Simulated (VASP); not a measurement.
The system is InAs.

```
In As
1.0
     4.72787    0.00000    0.00000
    -2.36393    4.09445    0.00000
     0.00000    0.00000    5.89653
In As
2 2
Direct
  0.33333 0.66667 0.25000
  0.66667 0.33333 0.75000
  0.66667 0.33333 0.25000
  0.33333 0.66667 0.75000
```

- Program: VASP 6.6.1
- Task: relaxation of cell and atoms
- Functional: r2SCAN
- Potentials or basis: VASP PAW PBE potentials, release 64 (In_d, As)
- Cutoff: 600 eV
- k mesh: 6 × 6 × 4
- Occupations: fermi-dirac, width 0.02 eV
- Spin: no spin polarisation

At the start: pressure -1.9 GPa; volume 28.54 Å³/atom.

Question: How do energy, volume and symmetry change on relaxing?

Answer: Over 9 steps the energy falls by 10.4 meV/atom and the volume is 27.59 Å³/atom (-3.3 %); space group P6_3/mmc (No. 194, to 0.05 Å).

The path:
| step | energy change (eV) | largest force (eV/Å) | pressure (GPa) | volume (Å³) |
| --- | --- | --- | --- | --- |
| 1 | 0.0000 | 0.0000 | -1.91 | 114.15 |
| 2 | -0.0277 | 0.0000 | 0.74 | 108.61 |
| 3 | -0.0298 | 0.0000 | 0.19 | 109.70 |
| 4 | -0.0350 | 0.0000 | 0.23 | 109.69 |
| 5 | -0.0406 | 0.0000 | 0.37 | 109.64 |
| 6 | -0.0406 | 0.0000 | -0.34 | 111.03 |
| 7 | -0.0414 | 0.0000 | 0.02 | 110.34 |
| 8 | -0.0414 | 0.0000 | 0.00 | 110.35 |
| 9 | -0.0414 | 0.0000 | 0.00 | 110.36 |

Final structure:
```
In As
1.0
     4.60898    0.00000    0.00000
    -2.30449    3.99150    0.00000
     0.00000    0.00000    5.99865
In As
2 2
Cartesian
  0.0000 2.6610 1.4997
  2.3045 1.3305 4.4990
  2.3045 1.3305 1.4997
  0.0000 2.6610 4.4990
```

Caveat: the PAW data sets were made with another functional, which shifts forces and pressure a little.
